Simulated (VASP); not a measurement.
# KZnF3: single point with PBEsol

KZnF3:

```
K Zn F
1.0
     4.05194    0.00000    0.00000
     0.00000    4.05194    0.00000
     0.12156    0.00000    4.05194
K Zn F
1 1 3
Cartesian
  0.0000 0.0000 0.0000
  2.0867 2.0260 2.0260
  0.0608 2.0260 2.0260
  2.0867 0.0000 2.0260
  2.0260 2.0260 0.0000
```

This cell differs from its parent crystal: shear of c along a, cell held: +3.0 %.

```
Program             : VASP 6.6.1
Task                : single point
Functional          : PBEsol
Potentials or basis : VASP PAW PBE potentials, release 64 (K_sv, Zn, F)
Cutoff              : 520 eV
k mesh              : 6 × 6 × 6
Occupations         : gaussian, width 0.02 eV
Spin                : no spin polarisation
```

```json
{
  "Pressure": "0.4 GPa",
  "Band gap on the k mesh": "3.63 eV (least direct gap 5.42 eV)"
}
```

Stress tensor (GPa, compression positive):
```
 0.35  0.00 -0.99
 0.00  0.36  0.00
-0.99  0.00  0.37
```

Levels at points of the mesh, in eV from the valence-band top:
| k point | band 18 | band 19 | band 20 | band 21 | band 22 | band 23 | band 24 | band 25 |
| --- | --- | --- | --- | --- | --- | --- | --- | --- |
| (0.00, 0.00, 0.00) | -2.03 | -1.89 | -1.85 | -1.78 | 3.63 | 8.59 | 8.60 | 9.23 |
| (0.50, 0.00, 0.00) | -2.02 | -1.69 | -1.69 | -1.60 | 6.43 | 8.15 | 9.56 | 11.00 |
| (0.00, 0.50, 0.00) | -1.92 | -1.70 | -1.69 | -1.60 | 6.43 | 8.16 | 9.57 | 10.85 |
| (0.50, 0.50, 0.00) | -1.79 | -1.78 | -1.49 | 0.00 | 7.92 | 9.96 | 9.97 | 10.03 |
| (0.00, 0.00, 0.50) | -2.02 | -1.69 | -1.69 | -1.60 | 6.43 | 8.15 | 9.55 | 11.00 |
| (0.50, 0.00, 0.50) | -1.79 | -1.77 | -1.49 | 0.00 | 7.92 | 9.95 | 9.99 | 10.03 |
| (0.00, 0.50, 0.50) | -1.79 | -1.78 | -1.49 | -0.01 | 7.92 | 9.96 | 9.97 | 10.02 |
| (0.50, 0.50, 0.50) | -1.47 | -1.47 | 0.00 | 0.00 | 8.16 | 8.29 | 8.40 | 10.10 |

It took 66 s on 1 thread of Intel(R) Xeon(R) 6975P-C (Granite Rapids), on a shared host, peak memory 0.26 GiB.

Caveat: the cell differs from its parent crystal (shear of c along a, cell held: +3.0 %); the PAW data sets were made with another functional, which shifts forces and pressure a little. A k mesh can miss the band edges.
